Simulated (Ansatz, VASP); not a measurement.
## One calculation of Au, two programs

File INCAR:

```
PREC     = Accurate       # precision mode
ENCUT    = 500            # plane-wave cutoff, eV
EDIFF    = 1E-7           # SCF threshold, eV
ISMEAR   = -1             # smearing method
SIGMA    = 0.05           # smearing width, eV
LREAL    = F              # projectors in reciprocal space
LASPH    = T              # aspherical terms in the spheres
NELM     = 120            # most SCF steps
ALGO     = Normal         # electronic algorithm
ISIF     = 3              # what is computed and relaxed
LWAVE    = F              # write WAVECAR
LCHARG   = F              # write CHGCAR
GGA      = CA             # functional
IBRION   = 2              # ionic algorithm
NSW      = 60             # ionic steps
EDIFFG   = -0.01          # ionic threshold
GGA_COMPAT= F            
NELMIN   = 4
```

The input KPOINTS:

```
Automatic mesh
0
Gamma
  10 10 10
```

POSCAR

```
Au
1.0
    2.7484100000      0.0000000000      0.0000000000
    0.0000000000      2.7484100000      0.0000000000
    0.0000000000      0.0000000000      2.7484100000
Au
1
Direct
    0.5000000000      0.5000000000      0.5000000000
```

File input.yaml:

```yaml
crystal:
  lattice:
    - [2.74841, 0.0, 0.0]
    - [0.0, 2.74841, 0.0]
    - [0.0, 0.0, 2.74841]
  atoms:
    - { symbol: Au, position: [0.5, 0.5, 0.5] }
hamiltonian:
  xc: lda
  pseudopotentials: { kind: paw }
kpoints:
  mp_grid: { grid: [10, 10, 10] }
scf:
  occupations: { method: fermi_dirac, width: 0.05 }
output:
  forces: true
  stress: true
  eigenvalues: true
  write_density: true
  write_potential: true
  elf: true
  volumetric_format: npy
relax:
  f_tol: 0.01
  max_steps: 40
  cell: { stress_tol: 0.05 }
```

Alike in both runs: task relaxation of cell and atoms; functional LDA; k mesh 10 × 10 × 10; occupations fermi-dirac, width 0.05 eV; no spin polarisation.

|  | VASP | Ansatz |
| --- | --- | --- |
| version | VASP 6.6.1 | Ansatz 0.2.0 |
| potentials or method | VASP PAW LDA potentials, release 64 (Au_sv_GW) | Ansatz PAW |
| plane-wave cutoff (eV) | 500 | 420 |
| valence electrons in the cell | 19 | 19 |

|  | VASP | Ansatz | Ansatz less VASP |
| --- | --- | --- | --- |
| gap on the k mesh at the Fermi level, each at its own relaxed structure (eV) | none | none | - |
| relaxed volume (Å³/atom) | 18.98 | 18.96 | -0.021 |
| relaxed cell length with the largest relative difference (Å) | 2.667 | 2.666 | -0.0010 |

LDA's correlation is that of Perdew and Zunger in VASP and of Perdew and Wang (1992) in Ansatz. A gap of «none» marks a metal or a gap that the smearing closes.

Neither program's run includes spin-orbit coupling. Noted on Ansatz's run: the plane-wave basis is chosen anew once the cell has moved, so the energies of steps on either side of that aren't comparable.
